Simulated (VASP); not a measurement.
**Ti4C: relaxation of cell and atoms with PBE**

The system is Ti4C.

```
CELL_PARAMETERS angstrom
4.22711 0.00000 0.00000
0.00000 4.22711 0.00000
0.00000 0.00000 4.22711
ATOMIC_POSITIONS crystal
Ti 0.00000 0.50000 0.00000
Ti 0.00000 0.00000 0.50000
Ti 0.50000 0.00000 0.00000
Ti 0.50000 0.50000 0.50000
C 0.00000 0.00000 0.00000
```

The cell was built from a structure type or drawn by symmetry, and may not be a known phase.

| Property | Result |
| --- | --- |
| Program | VASP 6.6.1 |
| Task | relaxation of cell and atoms |
| Functional | PBE |
| Potentials or basis | VASP PAW PBE potentials, release 64 (Ti_sv, C) |
| Cutoff | 600 eV |
| k mesh | 10 × 10 × 10 |
| Occupations | gaussian, width 0.1 eV |
| Spin | no spin polarisation |
| Dipole correction | no |
| Further INCAR settings | ALGO = Normal; EDIFF = 1e-06; IBRION = 2; EDIFFG = -0.01; NSW = 100; ISIF = 3 |

```
Relaxed volume                        : 15.13 Å³/atom
Relaxed cell                          : a = 4.229 Å, b = 4.229 Å, c = 4.229 Å, α = 90.00°, β = 90.00°, γ = 90.00°
Space group after relaxing (to 0.1 Å) : Pm-3m (No. 221)
Ionic steps                           : 2
Pressure after relaxing               : -0.1 GPa
Band gap on the k mesh                : zero (bands 26 and 27 overlap by 0.79 eV)
```

Final structure:
```xyz
5
Lattice="4.2292 0.0000 0.0000 0.0000 4.2292 0.0000 0.0000 0.0000 4.2292" Properties=species:S:1:pos:R:3 pbc="T T T"
Ti    0.0000    2.1146    0.0000
Ti    0.0000    0.0000    2.1146
Ti    2.1146    0.0000    0.0000
Ti    2.1146    2.1146    2.1146
C     0.0000    0.0000    0.0000
```

Levels at points of the mesh, in eV from the Fermi level:
```csv
k point,band 23,band 24,band 25,band 26,band 27,band 28,band 29,band 30
"(0.00, 0.00, 0.00)",-1.38,-1.14,-1.14,-1.14,0.99,0.99,0.99,2.34
"(0.50, 0.00, 0.00)",-1.15,-0.39,-0.28,-0.21,-0.21,1.30,1.36,1.36
"(0.50, 0.50, 0.00)",-0.80,-0.48,-0.17,-0.17,-0.05,0.21,0.99,0.99
"(0.50, 0.50, 0.50)",-0.55,-0.55,0.58,0.58,0.58,0.90,0.90,1.01
```

Wall time 6.7 min on 1 thread of Intel Xeon 8259CL, on a shared host, peak memory 0.3 GiB.
